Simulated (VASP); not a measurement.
# BeZn3Te4 (I-42m) in VASP: single point with PBE

Aim: the single point of BeZn3Te4 with PBE.

Program: VASP 6.6.1. These are calculated values, not measurements. Logs are shortened: lines on timing, memory, paths and dates and some standing lists are left out, and cuts for length are marked.

## 1. The cell of the first run

Symmetry: I-42m, No. 121, tetragonal system. The conventional cell has a = 6.050 Å, b = 6.050 Å, c = 12.076 Å, α = 90.00°, β = 90.00°, γ = 90.00°. Within 3.3 Å of Be (site symmetry -42m) lie 4 Te at 2.47 Å. Zn (site symmetry -42m) has 4 Te at 2.68 Å within 3.5 Å. Within 3.5 Å of Zn (site symmetry -4) lie 4 Te at 2.66 Å. Te (site symmetry m) has 1 Be at 2.47 Å and 3 Zn at 2.66 to 2.68 Å within 3.3 Å.

## 2. Single point, PBE

POSCAR reads:

```
BeZn3Te4
1.0
   -3.0250219000      3.0250219000      6.0379288000
    3.0250219000     -3.0250219000      6.0379288000
    3.0250219000      3.0250219000     -6.0379288000
Be Zn Te
1 3 4
Direct
    0.5000000000      0.5000000000      0.0000000000
    0.0000000000      0.0000000000      0.0000000000
    0.2500000000      0.7500000000      0.5000000000
    0.7500000000      0.2500000000      0.5000000000
    0.8544870000      0.8544870000      0.4707150000
    0.3837720000      0.3837720000      0.5292850000
    0.1455130000      0.6162280000      0.0000000000
    0.6162280000      0.1455130000      0.0000000000
```

INCAR.step1 reads:

```
SYSTEM = BeZn3Te4
  PREC = Accurate
  ENCUT = 520
  EDIFF = 1E-6
  ISMEAR = 0
  SIGMA = 0.02
  LREAL = .FALSE.
  LASPH = .TRUE.
  NELM = 100
  ALGO = Normal
  ISIF = 2
  LWAVE = .FALSE.
  LCHARG = .TRUE.
  GGA = PE
  NBANDS = 41
```

KPOINTS.step1 reads:

```
regular mesh
0
G
  6 6 6
  0 0 0
```

INCAR.step2 reads:

```
SYSTEM = BeZn3Te4
  PREC = Accurate
  ENCUT = 520
  EDIFF = 1E-6
  ISMEAR = -5
  SIGMA = 0.02
  LREAL = .FALSE.
  LASPH = .TRUE.
  NELM = 100
  ALGO = Normal
  ISIF = 2
  LWAVE = .FALSE.
  LCHARG = .FALSE.
  GGA = PE
  LORBIT = 11
  NEDOS = 1001
  ICHARG = 11
```

KPOINTS.step2 reads:

```
regular mesh
0
G
  9 9 9
  0 0 0
```

Potentials or basis: VASP PAW PBE potentials, release 64 (Be, Zn, Te).

Run with:

```console
$ cat potpaw_PBE.64/Be/POTCAR potpaw_PBE.64/Zn/POTCAR potpaw_PBE.64/Te/POTCAR > POTCAR
$ cp INCAR.step1 INCAR
$ cp KPOINTS.step1 KPOINTS
$ mpirun -np 1 vasp_std > vasp.out
$ cp INCAR.step2 INCAR
$ cp KPOINTS.step2 KPOINTS
$ mpirun -np 1 vasp_std > vasp.out
```

OUTCAR:

```text
SYSTEM = BeZn3Te4
   PREC = Accurate
   ENCUT = 520
   EDIFF = 1E-6
   ISMEAR = -5
   LREAL = .FALSE.
   LASPH = .TRUE.
   NELM = 100
   ISIF = 2
   GGA = PE
   LORBIT = 11
   ICHARG = 11

 ion  position               nearest neighbor table
   1  0.500  0.500  0.000-   5 2.47   6 2.47   7 2.47   8 2.47
   2  0.000  0.000  0.000-   6 2.68   7 2.68   8 2.68   5 2.68
   3  0.250  0.750  0.500-   6 2.66   7 2.66   8 2.66   5 2.66
   4  0.750  0.250  0.500-   6 2.66   8 2.66   7 2.66   5 2.66
   5  0.854  0.854  0.471-   1 2.47   3 2.66   4 2.66   2 2.68
   6  0.384  0.384  0.529-   1 2.47   3 2.66   4 2.66   2 2.68
   7  0.146  0.616  0.000-   1 2.47   3 2.66   4 2.66   2 2.68
   8  0.616  0.146  0.000-   1 2.47   4 2.66   3 2.66   2 2.68

  LATTYP: Found a body centered tetragonal cell.
 ALAT       =     6.0500438000
 C/A-ratio  =     1.9959950703

  Lattice vectors:

 A1 = (  -3.0250219000,   3.0250219000,   6.0379288000)
 A2 = (   3.0250219000,  -3.0250219000,   6.0379288000)
 A3 = (   3.0250219000,   3.0250219000,  -6.0379288000)

Analysis of symmetry for initial positions (statically):
=====================================================================
 Subroutine PRICEL returns:
 Original cell was already a primitive cell.

 Routine SETGRP: Setting up the symmetry group for a
 body centered tetragonal supercell.

 Subroutine GETGRP returns: Found  8 space group operations
 (whereof  8 operations were pure point group operations)
 out of a pool of 16 trial point group operations.

The static configuration has the point symmetry D_2d.

Analysis of symmetry for dynamics (positions and initial velocities):
=====================================================================
 Subroutine PRICEL returns:
 Original cell was already a primitive cell.

 Routine SETGRP: Setting up the symmetry group for a
 body centered tetragonal supercell.

 Subroutine GETGRP returns: Found  8 space group operations
 (whereof  8 operations were pure point group operations)
 out of a pool of 16 trial point group operations.

The dynamic configuration has the point symmetry D_2d.

 Subroutine INISYM returns: Found  8 space group operations
 (whereof  8 operations are pure point group operations),
 and found     1 'primitive' translations

----------------------------------------------------------------------------------------

                                     Primitive cell

  volume of cell :     221.0065

  direct lattice vectors                    reciprocal lattice vectors
    -3.025021900  3.025021900  6.037928800     0.000000000  0.165288060  0.082809854
     3.025021900 -3.025021900  6.037928800     0.165288060  0.000000000  0.082809854
     3.025021900  3.025021900 -6.037928800     0.165288060  0.165288060  0.000000000

  length of vectors
     7.399871565  7.399871565  7.399871565     0.184871887  0.184871887  0.233752616

  position of ions in fractional coordinates (direct lattice)
     0.500000000  0.500000000  0.000000000
     0.000000000  0.000000000  0.000000000
     0.250000000  0.750000000  0.500000000
     0.750000000  0.250000000  0.500000000
     0.854487000  0.854487000  0.470715000
     0.383772000  0.383772000  0.529285000
     0.145513000  0.616228000  0.000000000
     0.616228000  0.145513000  0.000000000

  ion indices of the primitive-cell ions
   primitive index   ion index
                 1           1
                 2           2
                 3           3
                 4           4
                 5           5
                 6           6
                 7           7
                 8           8

----------------------------------------------------------------------------------------

 KPOINTS: regular mesh

Automatic generation of k-mesh.
 Grid dimensions read from file:
 generate k-points for:    9    9    9

 Generating k-lattice:

  Cartesian coordinates                     Fractional coordinates (reciprocal lattice)
     0.000000000  0.018365340  0.009201095     0.111111111  0.000000000  0.000000000
     0.018365340  0.000000000  0.009201095     0.000000000  0.111111111  0.000000000
     0.018365340  0.018365340  0.000000000     0.000000000  0.000000000  0.111111111

  Length of vectors
     0.020541321  0.020541321  0.025972513

  Shift w.r.t. Gamma in fractional coordinates (k-lattice)
     0.000000000  0.000000000  0.000000000

 TETIRR: Found    939 inequivalent tetrahedra from     4374

 Subroutine IBZKPT returns following result:
 ===========================================

 Found     75 irreducible k-points:

 Following reciprocal coordinates:
            Coordinates               Weight
  0.000000  0.000000  0.000000      1.000000
  0.111111  0.000000 -0.000000      8.000000
  0.222222  0.000000 -0.000000      8.000000
  0.333333  0.000000 -0.000000      8.000000
  0.444444  0.000000 -0.000000      8.000000
  0.111111  0.111111 -0.000000      8.000000
[... 16 lines left out ...]
 -0.333333  0.333333  0.000000      4.000000
  0.444444  0.444444  0.000000      8.000000
 [... further k-points ...]
   k-points           NKPTS =     75   k-points in BZ     NKDIM =     75   number of bands    NBANDS=     37
   number of dos      NEDOS =   1001   number of ions     NIONS =      8
   total plane-waves  NPLWV = 175616
   dimension x,y,z NGX =    56 NGY =   56 NGZ =   56
   dimension x,y,z NGXF=   112 NGYF=  112 NGZF=  112
   ions per type =               1   3   4
   NGX,Y,Z   is equivalent  to a cutoff of  12.58, 12.58, 12.58 a.u.
   NGXF,Y,Z  is equivalent  to a cutoff of  25.16, 25.16, 25.16 a.u.
 SYSTEM =  BeZn3Te4
   PREC   = accura    normal or accurate (medium, high low for compatibility)
   ISTART =      0    job   : 0-new  1-cont  2-samecut
   ICHARG =     11    charge: 1-file 2-atom 10-const
   ISPIN  =      1    spin polarized calculation?
   LNONCOLLINEAR =      F non collinear calculations
   LSORBIT =      F    spin-orbit coupling
   LASPH  =      T    aspherical Exc in radial PAW
   ENCUT  =  520.0 eV  38.22 Ry    6.18 a.u.  13.76 13.76 13.76*2*pi/ulx,y,z
   NELM   =    100;   NELMIN=  2; NELMDL=  0     # of ELM steps
   EDIFF  = 0.1E-05   stopping-criterion for ELM
   LREAL  =      F    real-space projection
   EDIFFG = 0.1E-04   stopping-criterion for IOM
   NSW    =      0    number of steps for IOM
   IBRION =     -1    ionic relax: 0-MD 1-quasi-New 2-CG
   NFREE  =      0    steps in history (QN), initial steepest desc. (CG)
   ISIF   =      2    stress and relaxation
   ISYM   =      2    0-nonsym 1-usesym 2-fastsym
   POTIM  = 0.5000    time-step for ionic-motion
   TEBEG  =    0.0;   TEEND  =   0.0 temperature during run
   PSTRESS=    0.0 pullay stress
   NELECT =      62.0000    total number of electrons
   NUPDOWN=      -1.0000    fix difference up-down
   EMIN   =  10.00;   EMAX   =-10.00  energy-range for DOS
   EFERMI =   0.00;   METHOD = LEGACY
   ISMEAR =    -5;   SIGMA  =   0.02  broadening in eV -4-tet -1-fermi 0-gaus
   EFERMI_NEDOS =   21; number of points for ismear=-14 and -15
   IALGO  =     38    algorithm
   IMIX   =      4    mixing-type and parameters
     AMIX     =   0.40;   BMIX     =  1.00
     AMIX_MAG =   1.60;   BMIX_MAG =  1.00
  volume/ion in A,a.u.               =      27.63       186.43
  Fermi-wavevector in a.u.,A,eV,Ry     =   1.071693  2.025206 15.626643  1.148526
  Thomas-Fermi vector in A             =   2.207441
   LORBIT       =     11    0 simple, 1 ext, 2 COOP (PROOUT), +10 PAW based schemes
   GGA     = PE    functional components
   LHFCALC =     F    Hartree Fock is set to
   AEXX    =    0.0000 exact exchange contribution
   IVDW    =     0    specifies the selected vdW correction
   LEPSILON=     F    determine dielectric tensor
   LRPA    =     F    only Hartree local field effects (RPA)
 non-spin polarized calculation
 Fermi weights with tetrahedron method with Bloechl corrections
  energy-cutoff  :      520.00
  volume of cell :      221.01
 maximum number of plane-waves:      5990

 number of electron      61.9999964 magnetization

 Free energy of the ion-electron system (eV)
  ---------------------------------------------------
  ext. energy  EPLUGINS =         0.00000000
  ---------------------------------------------------
  free energy    TOTEN  =       -23.12215241 eV

  energy without entropy =      -23.12215241  energy(sigma->0) =      -23.12215241

 E-fermi :   3.3262     XC(G=0):  -8.8617

 val. band max:        3.3251514894   @ k =   0.0000   0.0000   0.0000
 cond. band min:       4.9341643633   @ k =   0.0000   0.0000   0.0000
 fundamental gap:      1.6090128739
 Fermi energy:         3.3262325744

 k-point     1 :       0.0000    0.0000    0.0000
  band No.  band energies     occupation
      1      -8.3903      2.00000
      2      -7.1402      2.00000
      3      -7.1245      2.00000
      4      -7.1245      2.00000
      5      -3.4628      2.00000
      6      -3.4433      2.00000
[... 29 lines left out ...]
     36       7.4574      0.00000
     37       7.5449      0.00000

 k-point     2 :       0.1111    0.0000   -0.0000
  band No.  band energies     occupation
      1      -8.3536      2.00000
      2      -7.1591      2.00000
      3      -7.1489      2.00000
      4      -7.1381      2.00000
      5      -3.4610      2.00000
      6      -3.4460      2.00000
[... 29 lines left out ...]
     36       7.4270      0.00000
     37       7.6535      0.00000

 k-point     3 :       0.2222    0.0000   -0.0000
  band No.  band energies     occupation
      1      -8.2468      2.00000
      2      -7.2511      2.00000
      3      -7.1867      2.00000
      4      -7.1674      2.00000
      5      -3.4547      2.00000
      6      -3.4504      2.00000
[... 29 lines left out ...]
     36       7.2608      0.00000
     37       7.5148      0.00000

 k-point     4 :       0.3333    0.0000   -0.0000
  band No.  band energies     occupation
      1      -8.0804      2.00000
      2      -7.4129      2.00000
      3      -7.2216      2.00000
      4      -7.1989      2.00000
      5      -3.4512      2.00000
      6      -3.4420      2.00000
[... 29 lines left out ...]
     36       7.1860      0.00000
     37       7.3409      0.00000
[... 683 lines left out ...]
      1      -7.7698      2.00000
      2      -7.4631      2.00000
      3      -7.4127      2.00000
      4      -7.2814      2.00000
      5      -3.4331      2.00000
      6      -3.4293      2.00000
[... 29 lines left out ...]
     36       7.7873      0.00000
     37       7.9823      0.00000

 k-point    23 :      -0.3333    0.3333    0.0000
  band No.  band energies     occupation
      1      -7.9201      2.00000
      2      -7.3915      2.00000
      3      -7.3756      2.00000
      4      -7.2208      2.00000
      5      -3.4411      2.00000
      6      -3.4317      2.00000
[... 29 lines left out ...]
     36       7.8172      0.00000
     37       8.0026      0.00000

 k-point    24 :       0.4444    0.4444    0.0000
  band No.  band energies     occupation
      1      -7.5771      2.00000
      2      -7.4761      2.00000
      3      -7.4621      2.00000
      4      -7.4190      2.00000
      5      -3.4248      2.00000
      6      -3.4235      2.00000
[... 29 lines left out ...]
     36       7.8818      0.00000
     37       8.1033      0.00000

 [... further k-points ...]

------------------------ aborting loop because EDIFF is reached ----------------------------------------

  FORCE on cell =-STRESS in cart. coord.  units (eV):
  Direction    XX          YY          ZZ          XY          YZ          ZX
  --------------------------------------------------------------------------------------
  -------------------------------------------------------------------------------------
  Total        0.1802182      0.1802182      0.1742675      0.0000000      0.0000000      0.0000000
  in kB        1.3064843      1.3064843      1.2633446      0.0000000      0.0000000      0.0000000
  external PRESSURE =       1.2921044 kB  Pullay stress =       0.0000000 kB

 VOLUME and BASIS-vectors are now :
 -----------------------------------------------------------------------------
  energy-cutoff  :      520.00
  volume of cell :      221.01
      direct lattice vectors                 reciprocal lattice vectors
    -3.025021900  3.025021900  6.037928800     0.000000000  0.165288060  0.082809854
     3.025021900 -3.025021900  6.037928800     0.165288060  0.000000000  0.082809854
     3.025021900  3.025021900 -6.037928800     0.165288060  0.165288060  0.000000000

 POSITION                                       TOTAL-FORCE (eV/Angst)
 -----------------------------------------------------------------------------------
      0.00000      0.00000      6.03793        -0.000000      0.000000     -0.000000
      0.00000      0.00000      0.00000         0.000000      0.000000     -0.000000
      3.02502      0.00000      3.01896         0.000000      0.000000     -0.000000
      0.00000      3.02502      3.01896        -0.000000      0.000000     -0.000000
      1.42392      1.42392      7.47652        -0.005279     -0.005279     -0.002350
      1.60110      1.60110      1.43859         0.005279      0.005279     -0.002350
      1.42392     -1.42392      4.59934        -0.005279      0.005279      0.002350
     -1.42392      1.42392      4.59934         0.005279     -0.005279      0.002350
 -----------------------------------------------------------------------------------
    total drift:                               -0.000018     -0.000018     -0.000018

  FREE ENERGIE OF THE ION-ELECTRON SYSTEM (eV)
  ---------------------------------------------------
  free  energy   TOTEN  =       -23.1221524076 eV

  energy  without entropy=      -23.1221524076  energy(sigma->0) =      -23.12215241

 total charge

# of ion       s       p       d       tot
------------------------------------------
    1        0.364   0.525   0.000   0.889
    2        0.548   0.399   9.758  10.705
    3        0.552   0.416   9.758  10.727
    4        0.552   0.416   9.758  10.727
    5        1.344   2.074   0.027   3.444
    6        1.344   2.074   0.027   3.444
    7        1.344   2.074   0.027   3.444
    8        1.344   2.074   0.027   3.444
--------------------------------------------------
tot          7.391  10.051  29.383  46.824
```

Run time: 22 min. Hardware: 1 thread of Intel Xeon 8259CL, shared host; peak memory 0.77 GiB.

Results:

```
Valence electrons inside the program's atomic spheres : Be 0.89; Zn 10.71, 10.73 (each value once); Te 3.44
```

Levels at points of the mesh, in eV from the valence-band top:
| k point | band 28 | band 29 | band 30 | band 31 | band 32 | band 33 | band 34 | band 35 |
| --- | --- | --- | --- | --- | --- | --- | --- | --- |
| (0.00, 0.00, 0.00) | -2.07 | -0.04 | 0.00 | 0.00 | 1.61 | 2.21 | 2.34 | 4.13 |

Caveat: spin-orbit coupling is left out, which moves the levels of the heavy elements.
